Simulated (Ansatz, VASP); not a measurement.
One calculation of H10CO5, two programs

```xyz
16
Lattice="6.1736 0.0000 0.0000 0.0000 6.1736 0.0000 0.0000 0.0000 6.1736" Properties=species:S:1:pos:R:3 pbc="T T T"
O     2.9473    6.2837    5.4612
O     2.5686    4.1296    1.5231
O     0.8819    1.9157    2.8108
O     4.3861    6.2264    2.9392
O     5.1120    4.4709    6.0140
H     2.3123    5.8928    6.0960
H     3.7870    5.8536    5.7380
H     1.9856    3.4440    1.9189
H     3.2406    3.6210    1.0320
H     0.0542    1.4210    2.6301
H     1.4791    1.2477    3.1969
H     3.8179    6.3186    3.7278
H     3.9181    5.5417    2.4162
H     5.8732    4.4147    4.1334
H     6.3425    3.0007    5.3110
C     5.7917    3.9531    5.1429
```

Alike in both runs: functional PBE; dispersion D3(BJ); k mesh 1 × 1 × 1; occupations fermi-dirac, width 0.05 eV; no spin polarisation.

Ansatz relaxed the structure, and its values are those at the end. VASP's run is a single point on that final structure, the one shown.

```csv
,VASP,Ansatz
version,VASP 6.6.1,Ansatz 0.2.0
potentials or method,"VASP PAW PBE potentials, release 64 (O, H, C), cutoff 520 eV","scalar-relativistic, plane waves, PAW"
valence electrons in the cell,44,44
```

|  | VASP | Ansatz | Ansatz less VASP |
| --- | --- | --- | --- |
| rms of the force components (eV/Å) | 0.097 | 0.093 | -0.0047 |

Noted on VASP's run: the standard files for N, O and F lose accuracy on very short bonds.
